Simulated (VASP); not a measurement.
# ScAl (Pm-3m) in VASP: further runs, part 2 of 2

VASP 6.6.1. Earlier steps stand in the parts before.

## Step 3: Electric field gradients, LDA

Input file INCAR:

```
SYSTEM = ScAl
ALGO = Normal
EDIFF = 1E-8
ENCUT = 520
GGA = CA
ISIF = 2
ISMEAR = -1
LASPH = .TRUE.
LCHARG = .FALSE.
LEFG = .TRUE.
LREAL = .FALSE.
LWAVE = .FALSE.
NBANDS = 14
NELM = 100
PREC = Accurate
SIGMA = 0.05
```

Input file KPOINTS:

```
k-points
0
G
  10 10 10
  0 0 0
```

Input file POSCAR:

```
ScAl
1.0
    3.3703489700      0.0000000000      0.0000000000
    0.0000000000      3.3703489700      0.0000000000
    0.0000000000      0.0000000000      3.3703489700
Sc Al
1 1
Direct
    0.5000000000      0.5000000000      0.5000000000
    0.0000000000      0.0000000000      0.0000000000
```

Potentials or basis: VASP PAW LDA potentials, release 64 (Sc_sv, Al).

The run is started by

```
$ cat potpaw_LDA.64/Sc_sv/POTCAR potpaw_LDA.64/Al/POTCAR > POTCAR
$ mpirun -np 1 vasp_std > vasp.out
```

OUTCAR:

```text
SYSTEM = ScAl
   EDIFF = 1E-8
   ENCUT = 520
   GGA = CA
   ISIF = 2
   ISMEAR = -1
   LASPH = .TRUE.
   LREAL = .FALSE.
   NELM = 100
   PREC = Accurate

 ion  position               nearest neighbor table
   1  0.500  0.500  0.500-   2 2.92   2 2.92   2 2.92   2 2.92   2 2.92   2 2.92   2 2.92   2 2.92

   2  0.000  0.000  0.000-   1 2.92   1 2.92   1 2.92   1 2.92   1 2.92   1 2.92   1 2.92   1 2.92

  LATTYP: Found a simple cubic cell.
 ALAT       =     3.3703489700

  Lattice vectors:

 A1 = (   3.3703489700,   0.0000000000,   0.0000000000)
 A2 = (   0.0000000000,   3.3703489700,   0.0000000000)
 A3 = (   0.0000000000,   0.0000000000,   3.3703489700)

Analysis of symmetry for initial positions (statically):
=====================================================================
 Subroutine PRICEL returns:
 Original cell was already a primitive cell.

 Routine SETGRP: Setting up the symmetry group for a
 simple cubic supercell.

 Subroutine GETGRP returns: Found 48 space group operations
 (whereof 48 operations were pure point group operations)
 out of a pool of 48 trial point group operations.

The static configuration has the point symmetry O_h .

Analysis of symmetry for dynamics (positions and initial velocities):
=====================================================================
 Subroutine PRICEL returns:
 Original cell was already a primitive cell.

 Routine SETGRP: Setting up the symmetry group for a
 simple cubic supercell.

 Subroutine GETGRP returns: Found 48 space group operations
 (whereof 48 operations were pure point group operations)
 out of a pool of 48 trial point group operations.

The dynamic configuration has the point symmetry O_h .

[... 167 lines left out ...]
     13       9.5636      0.00000
     14      14.4897      0.00000
[... 377 lines left out ...]
      1     -43.0040      2.00000
      2     -22.0611      2.00000
      3     -21.9491      2.00000
      4     -21.9473      2.00000
      5      -1.1049      2.00000
      6       3.5566      2.00000
      7       5.5263      1.99650
      8       6.8011      0.00000
      9       6.8213      0.00000
     10       8.1860      0.00000
     11       9.2236      0.00000
     12      11.3914      0.00000
     13      11.5780      0.00000
     14      13.8501      0.00000

 [... further k-points ...]
[... 5 lines left out ...]
  --------------------------------------------------------------------------------------
  -------------------------------------------------------------------------------------
  Total       -1.0171503     -1.0171503     -1.0171503     -0.0000000      0.0000000      0.0000000
  in kB      -42.5668098    -42.5668098    -42.5668098     -0.0000000      0.0000000      0.0000000
  external PRESSURE =     -42.5668098 kB  Pullay stress =       0.0000000 kB

 VOLUME and BASIS-vectors are now :
 -----------------------------------------------------------------------------
  energy-cutoff  :      520.00
  volume of cell :       38.28
      direct lattice vectors                 reciprocal lattice vectors
     3.370348970  0.000000000  0.000000000     0.296705181  0.000000000  0.000000000
     0.000000000  3.370348970  0.000000000     0.000000000  0.296705181  0.000000000
     0.000000000  0.000000000  3.370348970     0.000000000  0.000000000  0.296705181

 POSITION                                       TOTAL-FORCE (eV/Angst)
 -----------------------------------------------------------------------------------
      1.68517      1.68517      1.68517         0.000000      0.000000      0.000000
      0.00000      0.00000      0.00000         0.000000      0.000000      0.000000
 -----------------------------------------------------------------------------------
    total drift:                                0.000000      0.000000      0.000000

  FREE ENERGIE OF THE ION-ELECTRON SYSTEM (eV)
  ---------------------------------------------------
  free  energy   TOTEN  =       -11.8657557993 eV

  energy  without entropy=      -11.8588533879  energy(sigma->0) =      -11.86230459

 Electric field gradients (V/A^2)
---------------------------------------------------------------------
 ion       V_xx      V_yy      V_zz      V_xy      V_xz      V_yz
---------------------------------------------------------------------
   1       0.000     0.000    -0.000    -0.000    -0.000    -0.000
   2      -0.000    -0.000     0.000    -0.000     0.000    -0.000
---------------------------------------------------------------------

 Electric field gradients after diagonalization (V/A^2)
 (convention: |V_zz| > |V_xx| > |V_yy|)
----------------------------------------------------------------------
 ion       V_xx      V_yy      V_zz     asymmetry (V_yy - V_xx)/ V_zz
----------------------------------------------------------------------
   1      -0.000     0.000     0.000       1.222
   2       0.000    -0.000    -0.000       0.631
----------------------------------------------------------------------

           NMR quadrupolar parameters

 Cq : quadrupolar parameter    Cq=e*Q*V_zz/h
 eta: asymmetry parameters     (V_yy - V_xx)/ V_zz
 Q  : nuclear electric quadrupole moment in mb (millibarn)
----------------------------------------------------------------------
 ion       Cq(MHz)       eta       Q (mb)
----------------------------------------------------------------------
   1       0.000       1.222       1.000
   2      -0.000       0.631       1.000
----------------------------------------------------------------------
```

OSZICAR:

```text
N       E                     dE             d eps       ncg     rms          rms(c)
DAV:   1     0.118628836212E+03    0.11863E+03   -0.67982E+03  1616   0.968E+02
DAV:   2    -0.971120802785E+01   -0.12834E+03   -0.12495E+03  1612   0.320E+02
DAV:   3    -0.129581698206E+02   -0.32470E+01   -0.31659E+01  2426   0.631E+01
DAV:   4    -0.130107819888E+02   -0.52612E-01   -0.52588E-01  1982   0.627E+00
DAV:   5    -0.130125097766E+02   -0.17278E-02   -0.17277E-02  2294   0.990E-01    0.733E+00
DAV:   6    -0.119241727314E+02    0.10883E+01   -0.18882E+00  2416   0.210E+01    0.199E+00
DAV:   7    -0.118821408055E+02    0.42032E-01   -0.78928E-02  2598   0.243E+00    0.954E-01
DAV:   8    -0.118661344541E+02    0.16006E-01   -0.15566E-02  2050   0.126E+00    0.204E-01
DAV:   9    -0.118657866204E+02    0.34783E-03   -0.11102E-03  2478   0.580E-01    0.908E-02
DAV:  10    -0.118657636563E+02    0.22964E-04   -0.17497E-04  2420   0.197E-01    0.257E-02
DAV:  11    -0.118657572492E+02    0.64071E-05   -0.31459E-05  2416   0.961E-02    0.990E-03
DAV:  12    -0.118657557961E+02    0.14531E-05   -0.39407E-06  2368   0.344E-02    0.235E-03
DAV:  13    -0.118657557993E+02   -0.31480E-08   -0.68108E-08  2466   0.231E-03
   1 F= -.11865756E+02 E0= -.11862305E+02  d E =-.690241E-02
```

Wall time 21 s (1 thread of Intel Xeon Platinum 8375C at 2.90GHz (Ice Lake), shared host); peak memory 0.16 GiB.

What came out:

```yaml
Free_energy: -11.8658 eV
Pressure: -4.3 GPa
Band_gap_on_the_k_mesh: zero (bands 7 and 8 overlap by 1.11 eV)
Largest_electric_field_gradient_by_atom: under 0.05 V/Å² on every atom
```

Caveat: the cell stands under tension.

## Step 4: Electric field gradients, LDA (19.72 Å³/atom)

This run uses another cell than the first one, of 19.72 Å³/atom.

Input file INCAR:

```
ALGO = Normal ; EDIFF = 1E-8
ENCUT = 520 ; GGA = CA
ISIF = 2 ; ISMEAR = -1
LASPH = T ; LCHARG = F
LEFG = T ; LREAL = F
LWAVE = F ; NBANDS = 14
NELM = 60 ; PREC = Accurate
SIGMA = 0.05
```

Input file KPOINTS:

```
k-points
0
Gamma
  10 10 10
```

Input file POSCAR:

```
ScAl
1.0
    3.4037209321      0.0000000000      0.0000000000
    0.0000000000      3.4037209321      0.0000000000
    0.0000000000      0.0000000000      3.4037209321
Sc Al
1 1
Direct
    0.5000000000      0.5000000000      0.5000000000
    0.0000000000      0.0000000000      0.0000000000
```

Potentials or basis: VASP PAW LDA potentials, release 64 (Sc_sv, Al).

The run is started by

```
$ cat potpaw_LDA.64/Sc_sv/POTCAR potpaw_LDA.64/Al/POTCAR > POTCAR
$ mpirun -np 1 vasp_std > vasp.out
```

OUTCAR:

```text
EDIFF = 1E-8
   ENCUT = 520
   GGA = CA
   ISIF = 2
   ISMEAR = -1
   LASPH = T
   LREAL = F
   NELM = 60
   PREC = Accurate

 ion  position               nearest neighbor table
   1  0.500  0.500  0.500-   2 2.95   2 2.95   2 2.95   2 2.95   2 2.95   2 2.95   2 2.95   2 2.95

   2  0.000  0.000  0.000-   1 2.95   1 2.95   1 2.95   1 2.95   1 2.95   1 2.95   1 2.95   1 2.95

  LATTYP: Found a simple cubic cell.
 ALAT       =     3.4037209321

  Lattice vectors:

 A1 = (   3.4037209321,   0.0000000000,   0.0000000000)
 A2 = (   0.0000000000,   3.4037209321,   0.0000000000)
 A3 = (   0.0000000000,   0.0000000000,   3.4037209321)

Analysis of symmetry for initial positions (statically):
=====================================================================
 Subroutine PRICEL returns:
 Original cell was already a primitive cell.

 Routine SETGRP: Setting up the symmetry group for a
 simple cubic supercell.

 Subroutine GETGRP returns: Found 48 space group operations
 (whereof 48 operations were pure point group operations)
[... 596 lines left out ...]
     3.403720932  0.000000000  0.000000000     0.293796119  0.000000000  0.000000000
     0.000000000  3.403720932  0.000000000     0.000000000  0.293796119  0.000000000
     0.000000000  0.000000000  3.403720932     0.000000000  0.000000000  0.293796119

 POSITION                                       TOTAL-FORCE (eV/Angst)
 -----------------------------------------------------------------------------------
      1.70186      1.70186      1.70186         0.000000      0.000000      0.000000
      0.00000      0.00000      0.00000         0.000000      0.000000      0.000000
 -----------------------------------------------------------------------------------
    total drift:                                0.000000      0.000000      0.000000

  FREE ENERGIE OF THE ION-ELECTRON SYSTEM (eV)
  ---------------------------------------------------
  free  energy   TOTEN  =       -11.8285714911 eV

  energy  without entropy=      -11.8212655221  energy(sigma->0) =      -11.82491851

 Electric field gradients (V/A^2)
---------------------------------------------------------------------
 ion       V_xx      V_yy      V_zz      V_xy      V_xz      V_yz
---------------------------------------------------------------------
   1      -0.000    -0.000     0.000    -0.000    -0.000    -0.000
   2      -0.000    -0.000     0.000    -0.000     0.000     0.000
---------------------------------------------------------------------

 Electric field gradients after diagonalization (V/A^2)
 (convention: |V_zz| > |V_xx| > |V_yy|)
----------------------------------------------------------------------
 ion       V_xx      V_yy      V_zz     asymmetry (V_yy - V_xx)/ V_zz
----------------------------------------------------------------------
   1      -0.000     0.000    -0.000      -0.353
   2      -0.000     0.000    -0.000      -0.182
----------------------------------------------------------------------

           NMR quadrupolar parameters

 Cq : quadrupolar parameter    Cq=e*Q*V_zz/h
 eta: asymmetry parameters     (V_yy - V_xx)/ V_zz
 Q  : nuclear electric quadrupole moment in mb (millibarn)
----------------------------------------------------------------------
 ion       Cq(MHz)       eta       Q (mb)
----------------------------------------------------------------------
   1      -0.000      -0.353       1.000
   2      -0.000      -0.182       1.000
----------------------------------------------------------------------
```

stdout:

```text
POSCAR found type information on POSCAR ScAl
 POSCAR found :  2 types and       2 ions
 scaLAPACK will be used
 LDA part: xc-table for (Slater(with rela. corr.)+CA(PZ))
 , standard interpolation
 POSCAR, INCAR and KPOINTS ok, starting setup
 FFT: planning ... GRIDC
 FFT: planning ... GRID_SOFT
 FFT: planning ... GRID
 WAVECAR not read
 entering main loop
ion   1

ion   2
```

Run time: 22 s. Hardware: 1 thread of Intel Xeon Platinum 8375C at 2.90GHz (Ice Lake), shared host; peak memory 0.16 GiB.

Results:

- Free energy: -11.8286 eV
- Pressure: -6.1 GPa
- Band gap on the k mesh: zero (bands 7 and 8 overlap by 1.10 eV)
- Largest electric field gradient by atom: under 0.05 V/Å² on every atom

Levels at points of the mesh, in eV from the Fermi level:
```
           k point  band 5  band 6  band 7  band 8  band 9  band 10
(0.00, 0.00, 0.00)   -8.31   -0.64   -0.64    2.55    2.55     2.55
(0.50, 0.00, 0.00)   -5.61   -4.44    0.23    0.70    0.70     2.76
(0.50, 0.50, 0.00)   -4.66   -1.79   -1.79   -0.83    1.44     1.44
(0.50, 0.50, 0.50)   -2.47   -2.47   -2.47   -0.67    2.88     2.88
```

Caveat: the cell stands under tension.

## Step 5: Electric field gradients, LDA (20.29 Å³/atom)

This run uses another cell than the first one, of 20.29 Å³/atom.

Input file INCAR:

```
PREC = Accurate
ENCUT = 520
EDIFF = 1E-8
ISMEAR = -1
SIGMA = 0.05
LREAL = False
LASPH = True
NELM = 100
ALGO = Normal
ISIF = 2
LWAVE = False
LCHARG = False
LEFG = True
NBANDS = 14
```

Input file KPOINTS:

```
Automatic mesh
0
Gamma
  10 10 10
```

Input file POSCAR:

```
ScAl
1.0
    3.4364510258      0.0000000000      0.0000000000
    0.0000000000      3.4364510258      0.0000000000
    0.0000000000      0.0000000000      3.4364510258
Sc Al
1 1
Direct
    0.5000000000      0.5000000000      0.5000000000
    0.0000000000      0.0000000000      0.0000000000
```

Potentials or basis: VASP PAW LDA potentials, release 64 (Sc_sv, Al).

The run is started by

```
$ cat potpaw_LDA.64/Sc_sv/POTCAR potpaw_LDA.64/Al/POTCAR > POTCAR
$ mpirun -np 1 vasp_std > vasp.out
```

OUTCAR:

```text
PREC = Accurate
   ENCUT = 520
   EDIFF = 1E-8
   ISMEAR = -1
   LREAL = False
   LASPH = True
   NELM = 100
   ISIF = 2

 ion  position               nearest neighbor table
   1  0.500  0.500  0.500-   2 2.98   2 2.98   2 2.98   2 2.98   2 2.98   2 2.98   2 2.98   2 2.98

   2  0.000  0.000  0.000-   1 2.98   1 2.98   1 2.98   1 2.98   1 2.98   1 2.98   1 2.98   1 2.98

  LATTYP: Found a simple cubic cell.
 ALAT       =     3.4364510258

  Lattice vectors:

 A1 = (   3.4364510258,   0.0000000000,   0.0000000000)
 A2 = (   0.0000000000,   3.4364510258,   0.0000000000)
 A3 = (   0.0000000000,   0.0000000000,   3.4364510258)

Analysis of symmetry for initial positions (statically):
=====================================================================
 Subroutine PRICEL returns:
 Original cell was already a primitive cell.

 Routine SETGRP: Setting up the symmetry group for a
 simple cubic supercell.

 Subroutine GETGRP returns: Found 48 space group operations
 (whereof 48 operations were pure point group operations)
[... 596 lines left out ...]
     3.436451026  0.000000000  0.000000000     0.290997891  0.000000000  0.000000000
     0.000000000  3.436451026  0.000000000     0.000000000  0.290997891  0.000000000
     0.000000000  0.000000000  3.436451026     0.000000000  0.000000000  0.290997891

 POSITION                                       TOTAL-FORCE (eV/Angst)
 -----------------------------------------------------------------------------------
      1.71823      1.71823      1.71823         0.000000      0.000000      0.000000
      0.00000      0.00000      0.00000         0.000000      0.000000      0.000000
 -----------------------------------------------------------------------------------
    total drift:                                0.000000      0.000000      0.000000

  FREE ENERGIE OF THE ION-ELECTRON SYSTEM (eV)
  ---------------------------------------------------
  free  energy   TOTEN  =       -11.7789522489 eV

  energy  without entropy=      -11.7716176493  energy(sigma->0) =      -11.77528495

 Electric field gradients (V/A^2)
---------------------------------------------------------------------
 ion       V_xx      V_yy      V_zz      V_xy      V_xz      V_yz
---------------------------------------------------------------------
   1       0.000    -0.000     0.000     0.000    -0.000    -0.000
   2       0.000    -0.000    -0.000    -0.000     0.000     0.000
---------------------------------------------------------------------

 Electric field gradients after diagonalization (V/A^2)
 (convention: |V_zz| > |V_xx| > |V_yy|)
----------------------------------------------------------------------
 ion       V_xx      V_yy      V_zz     asymmetry (V_yy - V_xx)/ V_zz
----------------------------------------------------------------------
   1       0.000    -0.000     0.000      -0.196
   2      -0.000     0.000    -0.000      -0.429
----------------------------------------------------------------------

           NMR quadrupolar parameters

 Cq : quadrupolar parameter    Cq=e*Q*V_zz/h
 eta: asymmetry parameters     (V_yy - V_xx)/ V_zz
 Q  : nuclear electric quadrupole moment in mb (millibarn)
----------------------------------------------------------------------
 ion       Cq(MHz)       eta       Q (mb)
----------------------------------------------------------------------
   1       0.000      -0.196       1.000
   2      -0.000      -0.429       1.000
----------------------------------------------------------------------
```

OSZICAR:

```text
N       E                     dE             d eps       ncg     rms          rms(c)
DAV:   1     0.123291194006E+03    0.12329E+03   -0.65735E+03  1632   0.945E+02
DAV:   2    -0.955761488754E+01   -0.13285E+03   -0.12904E+03  1594   0.319E+02
DAV:   3    -0.129391101903E+02   -0.33815E+01   -0.33065E+01  2418   0.656E+01
DAV:   4    -0.129899828747E+02   -0.50873E-01   -0.50791E-01  2026   0.616E+00
DAV:   5    -0.129915620196E+02   -0.15791E-02   -0.15790E-02  2242   0.948E-01    0.683E+00
DAV:   6    -0.118367606548E+02    0.11548E+01   -0.20199E+00  2434   0.212E+01    0.175E+00
DAV:   7    -0.117959876323E+02    0.40773E-01   -0.80732E-02  2620   0.230E+00    0.875E-01
DAV:   8    -0.117794342165E+02    0.16553E-01   -0.17551E-02  2084   0.132E+00    0.200E-01
DAV:   9    -0.117789978458E+02    0.43637E-03   -0.15314E-03  2492   0.665E-01    0.901E-02
DAV:  10    -0.117789709213E+02    0.26924E-04   -0.30390E-04  2398   0.271E-01    0.321E-02
DAV:  11    -0.117789525418E+02    0.18380E-04   -0.49678E-05  2418   0.119E-01    0.513E-03
DAV:  12    -0.117789522414E+02    0.30042E-06   -0.23380E-06  2382   0.204E-02    0.265E-03
DAV:  13    -0.117789522489E+02   -0.75743E-08   -0.51349E-08  2484   0.275E-03
   1 F= -.11778952E+02 E0= -.11775285E+02  d E =-.733460E-02
```

stdout:

```text
POSCAR found type information on POSCAR ScAl
 POSCAR found :  2 types and       2 ions
 scaLAPACK will be used
 LDA part: xc-table for (Slater(with rela. corr.)+CA(PZ))
 , standard interpolation
 POSCAR, INCAR and KPOINTS ok, starting setup
 FFT: planning ... GRIDC
 FFT: planning ... GRID_SOFT
 FFT: planning ... GRID
 WAVECAR not read
 entering main loop
ion   1

ion   2
```

Run time: 22 s. Hardware: 1 thread of Intel Xeon Platinum 8375C at 2.90GHz (Ice Lake), shared host; peak memory 0.16 GiB.

What came out:

| Quantity | Value |
| --- | --- |
| Free energy | -11.7790 eV |
| Pressure | -7.8 GPa |
| Band gap on the k mesh | zero (bands 7 and 8 overlap by 1.09 eV) |
| Largest electric field gradient by atom | under 0.05 V/Å² on every atom |

Levels at points of the mesh, in eV from the Fermi level:
```
           k point  band 3  band 4  band 5  band 6  band 7  band 8  band 9  band 10  band 11  band 12
(0.00, 0.00, 0.00)  -27.95  -27.95   -8.19   -0.60   -0.60    2.46    2.46     2.46     3.50     3.50
(0.50, 0.00, 0.00)  -27.94  -27.94   -5.57   -4.37    0.24    0.69    0.69     2.67     3.47     6.06
(0.50, 0.50, 0.00)  -28.08  -27.92   -4.60   -1.77   -1.77   -0.81    1.40     1.40     3.37     4.38
(0.50, 0.50, 0.50)  -28.06  -28.06   -2.39   -2.39   -2.39   -0.79    2.80     2.80     2.80     3.43
```

Caveat: the cell stands under tension.

## Step 6: Overview

```csv
cell,gap on the mesh (eV),pressure (GPa)
"a = 3.370 Å, 2 atoms",none,-4.3
"a = 3.404 Å, 2 atoms",none,-6.1
"a = 3.436 Å, 2 atoms",none,-7.8
```

Alike in all rows: task electric field gradients; level LDA; potentials or basis VASP PAW LDA potentials, release 64 (Sc_sv, Al); no spin polarisation; k mesh 10 × 10 × 10; cutoff (eV) 520; smearing fermi-dirac 0.05 eV.

Caveats: the cell stands under tension.

Absolute energies hang on the potentials; compare differences alone.
